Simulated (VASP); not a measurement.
Write the native input for VASP 6.6.1 that does the following.

```yaml
Task: single point
Functional: r2SCAN
Potentials_or_basis: VASP PAW PBE potentials, release 64 (Na_pv, Cl)
Cutoff: 520 eV
k_mesh: 4 × 4 × 4
Occupations: gaussian, width 0.01 eV
Spin: no spin polarisation
Dipole_correction: no
Further_INCAR_settings: ALGO = Normal; EDIFF = 1e-06; NBANDS = 14
```

Crystal: NaCl.

```
CELL_PARAMETERS angstrom
3.45955 0.00000 0.00000
0.00000 3.45955 0.00000
0.00000 0.00000 3.45955
ATOMIC_POSITIONS crystal
Na 0.00000 0.00000 0.00000
Cl 0.50000 0.50000 0.50000
```

The input as run:

POSCAR

```
NaCl
1.0
    3.4595458349      0.0000000000      0.0000000000
    0.0000000000      3.4595458349      0.0000000000
    0.0000000000      0.0000000000      3.4595458349
Na Cl
1 1
Direct
    0.0000000000      0.0000000000      0.0000000000
    0.5000000000      0.5000000000      0.5000000000
```

INCAR.step1

```
PREC = Accurate
ENCUT = 520
ISMEAR = 0
SIGMA = 0.01
LREAL = F
LASPH = T
NELM = 80
NBANDS = 14
GGA = PE
ALGO = Normal
EDIFF = 1E-4
LWAVE = T
LCHARG = F
```

INCAR.step2

```
PREC = Accurate
ENCUT = 520
EDIFF = 1E-6
ISMEAR = 0
SIGMA = 0.01
LREAL = F
LASPH = T
NELM = 80
ALGO = Normal
ISIF = 2
LWAVE = F
LCHARG = F
METAGGA = R2SCAN
LMIXTAU = T
NBANDS = 14
ISTART = 1
```

KPOINTS

```
regular mesh
0
Gamma
  4 4 4
```

Potentials or basis: VASP PAW PBE potentials, release 64 (Na_pv, Cl).

The run is started by

```sh
$ cat potpaw_PBE.64/Na_pv/POTCAR potpaw_PBE.64/Cl/POTCAR > POTCAR
$ cp INCAR.step1 INCAR
$ mpirun -np 1 vasp_std > vasp.out
$ cp INCAR.step2 INCAR
$ mpirun -np 1 vasp_std > vasp.out
```

It gave:

```
Pressure               : -0.2 GPa
Band gap on the k mesh : 4.95 eV (least direct gap 5.48 eV)
```

Caveat: the k points lie up to 0.45 Å⁻¹ apart; the PAW data sets were made with another functional, which shifts forces and pressure a little.

Run time: 42 s on 1 thread of Intel Xeon 8259CL, with other jobs on the host, peak memory 0.15 GiB.
